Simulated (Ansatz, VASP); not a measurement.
# W2N3: VASP beside Ansatz

```xyz
10
Lattice="2.9110 0.0000 0.0000 -1.4555 2.5210 0.0000 0.0000 0.0000 17.1550" Properties=species:S:1:pos:R:3 pbc="T T T"
W     1.4555    0.8403    2.8221
W     0.0000    1.6806   14.3329
W     0.0000    1.6806   11.3996
W     1.4555    0.8403    5.7554
N     1.4555    0.8403   15.4452
N     0.0000    1.6806    1.7098
N     0.0000    1.6806    6.8677
N     1.4555    0.8403   10.2873
N     1.4555    0.8403   12.8662
N     0.0000    1.6806    4.2887
```

Alike in both runs: functional PBE; k mesh 12 × 12 × 4; occupations gaussian, width 0.1 eV; no spin polarisation.

Ansatz relaxed the structure, and its values are those at the end. VASP's run is a single point on that final structure, the one shown.

|  | VASP | Ansatz |
| --- | --- | --- |
| version | VASP 6.6.1 | Ansatz 0.2.0 |
| potentials or method | VASP PAW PBE potentials, release 64 (W_sv, N), cutoff 520 eV | scalar-relativistic, plane waves, PAW |
| valence electrons in the cell | 86 | 86 |

Ansatz gave:

```
gap on the k mesh at the Fermi level (eV) : none
pressure (GPa)                            : 0.0
rms of the force components (eV/Å)        : 0.000
```

Question: Which values does VASP return?

Answer: gap on the k mesh at the Fermi level (eV): none; pressure (GPa): 1.3; rms of the force components (eV/Å): 0.056.

A gap of «none» marks a metal or a gap that the smearing closes.

Neither program's run includes spin-orbit coupling.
